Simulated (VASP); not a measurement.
Wanted: the native input for a VASP 6.6.1 run.

```yaml
Task: single point
Functional: PBE
Potentials_or_basis: VASP PAW PBE potentials, release 64 (Be, W_sv, N)
Cutoff: 520 eV
k_mesh: 6 × 6 × 6
Occupations: gaussian, width 0.1 eV
Spin: no spin polarisation
Dipole_correction: no
Further_INCAR_settings: ALGO = Normal; EDIFF = 1e-06; NBANDS = 48
```

The structure of BeWN4 lies in POSCAR:

```
BeWN4
1.0
   -2.3438370593      2.3438370593      5.0846095789
    2.3438370593     -2.3438370593      5.0846095789
    2.3438370593      2.3438370593     -5.0846095789
Be W N
2 2 8
Direct
    0.7500000000      0.2500000000      0.5000000000
    0.0000000000      0.0000000000      0.0000000000
    0.2500000000      0.7500000000      0.5000000000
    0.5000000000      0.5000000000      0.0000000000
    0.5942000000      0.4863000000      0.4093000000
    0.2363000000      0.3270000000      0.3921000000
    0.0770000000      0.1849000000      0.5907000000
    0.9349000000      0.8442000000      0.6079000000
    0.1558000000      0.7637000000      0.0907000000
    0.5137000000      0.9230000000      0.1079000000
    0.6730000000      0.0651000000      0.9093000000
    0.8151000000      0.4058000000      0.8921000000
```

These files were run (other wordings do the same):

INCAR

```
PREC     = Accurate       # precision mode
ENCUT    = 520            # plane-wave cutoff, eV
EDIFF    = 1E-6           # SCF threshold, eV
ISMEAR   = 0              # smearing method
SIGMA    = 0.1            # smearing width, eV
LREAL    = F              # projectors in reciprocal space
LASPH    = T              # aspherical terms in the spheres
NELM     = 80             # most SCF steps
ALGO     = Normal         # electronic algorithm
ISIF     = 2              # what is computed and relaxed
LWAVE    = F              # write WAVECAR
LCHARG   = F              # write CHGCAR
GGA      = PE             # functional
NBANDS   = 48             # bands
```

KPOINTS

```
Automatic mesh
0
Gamma
  6 6 6
```

Potentials or basis: VASP PAW PBE potentials, release 64 (Be, W_sv, N).

Run with:

```console
$ cat potpaw_PBE.64/Be/POTCAR potpaw_PBE.64/W_sv/POTCAR potpaw_PBE.64/N/POTCAR > POTCAR
$ mpirun -np 1 vasp_std > vasp.out
```

Results of the run:

```yaml
Pressure: -12.2 GPa
Largest_force: 3.045 eV/Å
Band_gap_on_the_k_mesh: zero (bands 36 and 37 overlap by 0.31 eV)
```

Caveat: the cell stands under tension; spin-orbit coupling is left out, which moves the levels of the heavy elements; forces of over 1 eV/Å act on the atoms, so gaps and moduli don't describe the material at rest.

Run time: 8.2 min on 1 thread of Intel Xeon 8259CL (shared host), peak memory 0.41 GiB.
